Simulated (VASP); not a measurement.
# Ca7MoO8 (Fm-3m) in VASP: single point with PBEsol+U

Aim: the single point of Ca7MoO8 with PBEsol+U.

All numbers are computed with VASP 6.6.1; they aren't measurements. Logs are shortened: lines on timing, memory, paths and dates and some standing lists are left out, and cuts for length are marked.

### 1 The cell of the first run

Symmetry: Fm-3m, No. 225, cubic system. Conventional cell: a = 9.630 Å, b = 9.630 Å, c = 9.630 Å, α = 90.00°, β = 90.00°, γ = 90.00°. Mo (site symmetry m-3m) has 6 O at 2.33 Å within 3.1 Å. Within 3.2 Å of Ca (site symmetry mmm) lie 6 O at 2.41 Å. Ca (site symmetry m-3m) has 6 O at 2.48 Å and 12 Ca at 3.40 Å within 3.5 Å. Within 3.2 Å of O (site symmetry -43m) lie 6 Ca at 2.41 Å. Within 3.1 Å of O (site symmetry 4mm) lie 1 Mo at 2.33 Å and 5 Ca at 2.41 to 2.48 Å.

### 2 Single point, PBEsol+U

Input file INCAR:

```
SYSTEM = Ca7MoO8
PREC     = Accurate       ! precision mode
ENCUT    = 520            ! plane-wave cutoff, eV
EDIFF    = 1E-6           ! SCF threshold, eV
ISMEAR   = 0              ! smearing method
SIGMA    = 0.05           ! smearing width, eV
LREAL    = Auto         
LASPH    = .TRUE.         ! aspherical terms in the spheres
NELM     = 150            ! most SCF steps
ALGO     = Normal         ! electronic algorithm
ISIF     = 2              ! what is computed and relaxed
LWAVE    = .FALSE.        ! write WAVECAR
LCHARG   = .FALSE.        ! write CHGCAR
LMAXMIX  = 4              ! l up to which the mixer works
LDAU     = .TRUE.         ! DFT+U
LDAUTYPE = 2            
LDAUL    = 2 -1 -1        ! shell
LDAUU    = 2 0 0          ! U, eV
LDAUJ    = 0 0 0        
LDAUPRINT= 1            
GGA      = PS             ! functional
NBANDS   = 80             ! bands
```

Input file KPOINTS:

```
Automatic mesh
0
G
  3 3 3
  0 0 0
```

Input file POSCAR:

```
Ca7MoO8
1.0
    0.0000000000      4.8150000000      4.8150000000
    4.8150000000      0.0000000000      4.8150000000
    4.8150000000      4.8150000000      0.0000000000
Mo Ca O
1 7 8
Direct
    0.0000000000      0.0000000000      1.0000000000
    0.0000000000      0.0000000000      0.5000000000
    0.0000000000      0.5000000000      0.0000000000
    0.0000000000      0.5000000000      0.5000000000
    0.5000000000      0.0000000000      0.0000000000
    0.5000000000      0.0000000000      0.5000000000
    0.5000000000      0.5000000000      0.0000000000
    0.5000000000      0.5000000000      0.5000000000
    0.2500000000      0.2500000000      0.2500000000
    0.2420323557      0.2420323557      0.7579676443
    0.2420323557      0.7579676443      0.2420323557
    0.2420323557      0.7579676443      0.7579676443
    0.7579676443      0.2420323557      0.2420323557
    0.7579676443      0.2420323557      0.7579676443
    0.7579676443      0.7579676443      0.2420323557
    0.7500000000      0.7500000000      0.7500000000
```

Potentials or basis: VASP PAW PBE potentials, release 64 (Mo_sv, Ca_sv, O).

The run is started by

```bash
$ cat potpaw_PBE.64/Mo_sv/POTCAR potpaw_PBE.64/Ca_sv/POTCAR potpaw_PBE.64/O/POTCAR > POTCAR
$ mpirun -np 1 vasp_std > vasp.out
```

OUTCAR:

```text
SYSTEM = Ca7MoO8
   PREC = Accurate
   ENCUT = 520
   EDIFF = 1E-6
   ISMEAR = 0
   LREAL = Auto
   LASPH = .TRUE.
   NELM = 150
   ISIF = 2
   GGA = PS

 ion  position               nearest neighbor table
   1  0.000  0.000  0.000-  10 2.33  11 2.33  12 2.33  13 2.33  14 2.33  15 2.33
   2  0.000  0.000  0.500-   9 2.41  16 2.41  12 2.41  13 2.41  14 2.41  11 2.41
   3  0.000  0.500  0.000-   9 2.41  16 2.41  12 2.41  13 2.41  15 2.41  10 2.41
   4  0.000  0.500  0.500-   9 2.41  16 2.41  11 2.41  14 2.41  15 2.41  10 2.41
   5  0.500  0.000  0.000-   9 2.41  16 2.41  11 2.41  14 2.41  15 2.41  10 2.41
   6  0.500  0.000  0.500-   9 2.41  16 2.41  12 2.41  13 2.41  15 2.41  10 2.41
[... 8 lines left out ...]
  15  0.758  0.758  0.242-   1 2.33   3 2.41   4 2.41   5 2.41   6 2.41   8 2.48
  16  0.750  0.750  0.750-   2 2.41   3 2.41   4 2.41   5 2.41   6 2.41   7 2.41

  LATTYP: Found a face centered cubic cell.
 ALAT       =     9.6300000000

  Lattice vectors:

 A1 = (   0.0000000000,   4.8150000000,   4.8150000000)
 A2 = (   4.8150000000,   0.0000000000,   4.8150000000)
 A3 = (   4.8150000000,   4.8150000000,   0.0000000000)

Analysis of symmetry for initial positions (statically):
=====================================================================
 Subroutine PRICEL returns:
 Original cell was already a primitive cell.

 Routine SETGRP: Setting up the symmetry group for a
 face centered cubic supercell.

 Subroutine GETGRP returns: Found 48 space group operations
 (whereof 48 operations were pure point group operations)
 out of a pool of 48 trial point group operations.

The static configuration has the point symmetry O_h .

Analysis of symmetry for dynamics (positions and initial velocities):
=====================================================================
 Subroutine PRICEL returns:
 Original cell was already a primitive cell.

 Routine SETGRP: Setting up the symmetry group for a
 face centered cubic supercell.

 Subroutine GETGRP returns: Found 48 space group operations
 (whereof 48 operations were pure point group operations)
 out of a pool of 48 trial point group operations.

The dynamic configuration has the point symmetry O_h .

 Subroutine INISYM returns: Found 48 space group operations
 (whereof 48 operations are pure point group operations),
 and found     1 'primitive' translations

----------------------------------------------------------------------------------------

                                     Primitive cell

  volume of cell :     223.2641

  direct lattice vectors                    reciprocal lattice vectors
     0.000000000  4.815000000  4.815000000    -0.103842160  0.103842160  0.103842160
     4.815000000  0.000000000  4.815000000     0.103842160 -0.103842160  0.103842160
     4.815000000  4.815000000  0.000000000     0.103842160  0.103842160 -0.103842160

  length of vectors
     6.809438303  6.809438303  6.809438303     0.179859897  0.179859897  0.179859897

  position of ions in fractional coordinates (direct lattice)
     0.000000000  0.000000000  0.000000000
     0.000000000  0.000000000  0.500000000
     0.000000000  0.500000000  0.000000000
     0.000000000  0.500000000  0.500000000
     0.500000000  0.000000000  0.000000000
     0.500000000  0.000000000  0.500000000
[... 8 lines left out ...]
     0.757967644  0.757967644  0.242032356
     0.750000000  0.750000000  0.750000000

  ion indices of the primitive-cell ions
   primitive index   ion index
                 1           1
                 2           2
                 3           3
                 4           4
                 5           5
                 6           6
[... 8 lines left out ...]
                15          15
                16          16

----------------------------------------------------------------------------------------

 KPOINTS: Automatic mesh

Automatic generation of k-mesh.
 Grid dimensions read from file:
[... 22 lines left out ...]
  0.000000  0.000000  0.000000      1.000000
  0.333333  0.000000  0.000000      8.000000
  0.333333  0.333333  0.000000      6.000000
 -0.333333  0.333333  0.000000     12.000000
   k-points           NKPTS =      4   k-points in BZ     NKDIM =      4   number of bands    NBANDS=     80
   number of dos      NEDOS =    301   number of ions     NIONS =     16
   total plane-waves  NPLWV = 157464
   dimension x,y,z NGX =    54 NGY =   54 NGZ =   54
   dimension x,y,z NGXF=   108 NGYF=  108 NGZF=  108
   ions per type =               1   7   8
   NGX,Y,Z   is equivalent  to a cutoff of  13.18, 13.18, 13.18 a.u.
   NGXF,Y,Z  is equivalent  to a cutoff of  26.37, 26.37, 26.37 a.u.
 SYSTEM =  Ca7MoO8
   PREC   = accura    normal or accurate (medium, high low for compatibility)
   ISTART =      0    job   : 0-new  1-cont  2-samecut
   ICHARG =      2    charge: 1-file 2-atom 10-const
   ISPIN  =      1    spin polarized calculation?
   LNONCOLLINEAR =      F non collinear calculations
   LSORBIT =      F    spin-orbit coupling
   LASPH  =      T    aspherical Exc in radial PAW
   ENCUT  =  520.0 eV  38.22 Ry    6.18 a.u.  12.66 12.66 12.66*2*pi/ulx,y,z
   NELM   =    150;   NELMIN=  2; NELMDL= -5     # of ELM steps
   EDIFF  = 0.1E-05   stopping-criterion for ELM
   LREAL  =      T    real-space projection
   EDIFFG = 0.1E-04   stopping-criterion for IOM
   NSW    =      0    number of steps for IOM
   IBRION =     -1    ionic relax: 0-MD 1-quasi-New 2-CG
   NFREE  =      0    steps in history (QN), initial steepest desc. (CG)
   ISIF   =      2    stress and relaxation
   ISYM   =      2    0-nonsym 1-usesym 2-fastsym
   POTIM  = 0.5000    time-step for ionic-motion
   TEBEG  =    0.0;   TEEND  =   0.0 temperature during run
   PSTRESS=    0.0 pullay stress
   NELECT =     132.0000    total number of electrons
   NUPDOWN=      -1.0000    fix difference up-down
   EMIN   =  10.00;   EMAX   =-10.00  energy-range for DOS
   EFERMI =   0.00;   METHOD = LEGACY
   ISMEAR =     0;   SIGMA  =   0.05  broadening in eV -4-tet -1-fermi 0-gaus
   EFERMI_NEDOS =   21; number of points for ismear=-14 and -15
   IALGO  =     38    algorithm
   IMIX   =      4    mixing-type and parameters
     AMIX     =   0.40;   BMIX     =  1.00
     AMIX_MAG =   1.60;   BMIX_MAG =  1.00
  volume/ion in A,a.u.               =      13.95        94.17
  Fermi-wavevector in a.u.,A,eV,Ry     =   1.374020  2.596522 25.686876  1.887932
  Thomas-Fermi vector in A             =   2.499485
   LORBIT       =      0    0 simple, 1 ext, 2 COOP (PROOUT), +10 PAW based schemes
 LDA+U is selected, type is set to LDAUTYPE =  2
   angular momentum for each species LDAUL =     2   -1   -1
   U (eV)           for each species LDAUU =   2.0  0.0  0.0
   J (eV)           for each species LDAUJ =   0.0  0.0  0.0
   GGA     = PS    functional components
   LHFCALC =     F    Hartree Fock is set to
   AEXX    =    0.0000 exact exchange contribution
   IVDW    =     0    specifies the selected vdW correction
   LEPSILON=     F    determine dielectric tensor
   LRPA    =     F    only Hartree local field effects (RPA)
 non-spin polarized calculation
 Gauss-broadening in eV      SIGMA  =   0.05
  energy-cutoff  :      520.00
  volume of cell :      223.26
 maximum number of plane-waves:      6046
 NGX is ok and might be reduce to    50
   NGX = 25   NGY = 25   NGZ = 25

atom =   1  type =  1  l = 2

 onsite density matrix

spin component  1

  0.5088  0.0000  0.0000 -0.0000  0.0000
  0.0000  0.5088  0.0000 -0.0000 -0.0000
  0.0000  0.0000  0.1782  0.0000  0.0000
 -0.0000 -0.0000  0.0000  0.5088 -0.0000
  0.0000 -0.0000  0.0000 -0.0000  0.1782

spin component  2

  0.5088  0.0000  0.0000 -0.0000  0.0000
  0.0000  0.5088  0.0000 -0.0000 -0.0000
  0.0000  0.0000  0.1782  0.0000  0.0000
 -0.0000 -0.0000  0.0000  0.5088 -0.0000
  0.0000 -0.0000  0.0000 -0.0000  0.1782

 occupancies and eigenvectors

  o =  0.1782  v =  0.0000  0.0000 -0.0004  0.0000  1.0000  0.0000  0.0000  0.0000  0.0000  0.0000      0.0000  0.0000  0.0000  0.0000  0.0000  0.0000  0.0000  0.0000  0.0000  0.0000
  o =  0.1782  v =  0.0000  0.0000  0.0000  0.0000  0.0000  0.0000  0.0000 -0.0004  0.0000  1.0000      0.0000  0.0000  0.0000  0.0000  0.0000  0.0000  0.0000  0.0000  0.0000  0.0000
  o =  0.1782  v =  0.0000 -0.0000 -1.0000  0.0000 -0.0004  0.0000  0.0000  0.0000  0.0000  0.0000      0.0000  0.0000  0.0000  0.0000  0.0000  0.0000  0.0000  0.0000  0.0000  0.0000
  o =  0.1782  v =  0.0000  0.0000  0.0000  0.0000  0.0000  0.0000 -0.0000 -1.0000  0.0000 -0.0004      0.0000  0.0000  0.0000  0.0000  0.0000  0.0000  0.0000  0.0000  0.0000  0.0000
  o =  0.5088  v =  0.0000  0.0000  0.0000  0.0000  0.0000  0.0000 -0.8751  0.0000  0.4839  0.0000      0.0000  0.0000  0.0000  0.0000  0.0000  0.0000  0.0000  0.0000  0.0000  0.0000
  o =  0.5088  v =  0.0000 -0.4839 -0.0000 -0.8751  0.0000  0.0000  0.0000  0.0000  0.0000  0.0000      0.0000  0.0000  0.0000  0.0000  0.0000  0.0000  0.0000  0.0000  0.0000  0.0000
  o =  0.5088  v =  0.0000  0.0000  0.0000  0.0000  0.0000  0.0000 -0.4839 -0.0000 -0.8751  0.0000      0.0000  0.0000  0.0000  0.0000  0.0000  0.0000  0.0000  0.0000  0.0000  0.0000
  o =  0.5088  v =  0.0000 -0.8751  0.0000  0.4839  0.0000  0.0000  0.0000  0.0000  0.0000  0.0000      0.0000  0.0000  0.0000  0.0000  0.0000  0.0000  0.0000  0.0000  0.0000  0.0000
  o =  0.5088  v =  1.0000  0.0000  0.0000  0.0000  0.0000  0.0000  0.0000  0.0000  0.0000  0.0000      0.0000  0.0000  0.0000  0.0000  0.0000  0.0000  0.0000  0.0000  0.0000  0.0000
  o =  0.5088  v =  0.0000  0.0000  0.0000  0.0000  0.0000  1.0000  0.0000  0.0000  0.0000  0.0000      0.0000  0.0000  0.0000  0.0000  0.0000  0.0000  0.0000  0.0000  0.0000  0.0000

 number of electron     132.0000002 magnetization

 Free energy of the ion-electron system (eV)
  ---------------------------------------------------
  ext. energy  EPLUGINS =         0.00000000
  ---------------------------------------------------
  free energy    TOTEN  =      -108.56551794 eV

  energy without entropy =     -108.53995707  energy(sigma->0) =     -108.55273751

 E-fermi :   5.4073     XC(G=0): -10.8872

 val. band max:        5.2590003535   @ k =  -0.3333   0.3333   0.0000
 cond. band min:       5.4149351366   @ k =   0.3333   0.3333   0.0000
 fundamental gap:      0.1559347831
 Fermi energy:         5.4073169854

 k-point     1 :       0.0000    0.0000    0.0000
  band No.  band energies     occupation
      1     -56.0556      2.00000
      2     -35.5088      2.00000
      3     -34.6683      2.00000
      4     -34.5991      2.00000
      5     -34.5991      2.00000
      6     -34.5991      2.00000
[... 313 lines left out ...]
     77       9.0462      0.00000
     78       9.2580      0.00000
 [bands above 78 left out]

------------------------ aborting loop because EDIFF is reached ----------------------------------------

  FORCE on cell =-STRESS in cart. coord.  units (eV):
  Direction    XX          YY          ZZ          XY          YZ          ZX
  --------------------------------------------------------------------------------------
  -------------------------------------------------------------------------------------
  Total      -11.8257685    -11.8257685    -11.8257685     -0.0000000      0.0000000     -0.0000000
  in kB      -84.8635287    -84.8635287    -84.8635287     -0.0000000      0.0000000     -0.0000000
  external PRESSURE =     -84.8635287 kB  Pullay stress =       0.0000000 kB

 VOLUME and BASIS-vectors are now :
 -----------------------------------------------------------------------------
  energy-cutoff  :      520.00
  volume of cell :      223.26
      direct lattice vectors                 reciprocal lattice vectors
     0.000000000  4.815000000  4.815000000    -0.103842160  0.103842160  0.103842160
     4.815000000  0.000000000  4.815000000     0.103842160 -0.103842160  0.103842160
     4.815000000  4.815000000  0.000000000     0.103842160  0.103842160 -0.103842160

 POSITION                                       TOTAL-FORCE (eV/Angst)
 -----------------------------------------------------------------------------------
      0.00000      0.00000      0.00000        -0.000000     -0.000000      0.000000
      2.40750      2.40750      0.00000        -0.000000     -0.000000      0.000000
      2.40750      0.00000      2.40750        -0.000000     -0.000000      0.000000
      4.81500      2.40750      2.40750        -0.000000     -0.000000     -0.000000
      0.00000      2.40750      2.40750        -0.000000     -0.000000      0.000000
      2.40750      4.81500      2.40750        -0.000000     -0.000000      0.000000
[... 8 lines left out ...]
      4.81500      4.81500      7.29923        -0.000000     -0.000000     -0.019664
      7.22250      7.22250      7.22250        -0.000000     -0.000000     -0.000000
 -----------------------------------------------------------------------------------
    total drift:                                0.000000      0.000000      0.000000

  FREE ENERGIE OF THE ION-ELECTRON SYSTEM (eV)
  ---------------------------------------------------
  free  energy   TOTEN  =      -108.5655179408 eV

  energy  without entropy=     -108.5399570735  energy(sigma->0) =     -108.55273751
```

Run time: 2.2 min. Hardware: 1 thread of Intel Xeon 6975P-C (Granite Rapids), shared host; peak memory 0.4 GiB.

What came out:

| Item | Value |
| --- | --- |
| Free energy | -108.5655 eV |
| Pressure | -8.5 GPa |
| Largest force | 0.020 eV/Å |
| Band gap on the k mesh | zero (bands 66 and 67 overlap by 0.69 eV) |

Forces in eV/Å, atoms in the order of the input:
```
Mo   0.000  0.000  0.000
Ca   0.000  0.000  0.000
Ca   0.000  0.000  0.000
Ca   0.000  0.000  0.000
Ca   0.000  0.000  0.000
Ca   0.000  0.000  0.000
Ca   0.000  0.000  0.000
Ca   0.000  0.000  0.000
O    0.000  0.000  0.000
O    0.000  0.000  0.020
O    0.000  0.020  0.000
O   -0.020  0.000  0.000
O    0.020  0.000  0.000
O    0.000 -0.020  0.000
O    0.000  0.000 -0.020
O    0.000  0.000  0.000
```

Levels at points of the mesh, in eV from the Fermi level:
| k point | band 64 | band 65 | band 66 | band 67 | band 68 | band 69 |
| --- | --- | --- | --- | --- | --- | --- |
| (0.00, 0.00, 0.00) | -2.94 | -0.67 | -0.67 | -0.67 | 1.22 | 1.81 |

Eigenvalues of the final occupation matrices:
| site | spin | trace | eigenvalues |
| --- | --- | --- | --- |
| site 1 d | 1 | 1.88 | 0.18 0.18 0.51 0.51 0.51 |
| site 1 d | 2 | 1.88 | 0.18 0.18 0.51 0.51 0.51 |

Caveat: the k points lie up to 0.38 Å⁻¹ apart, too coarse for converged energies and pressures of a metal; the PAW data sets were made with another functional, which shifts forces and pressure a little; U without spin polarisation on a metal has little footing.

The gap in the log of VASP goes by the Fermi energy; the results here count the filled bands.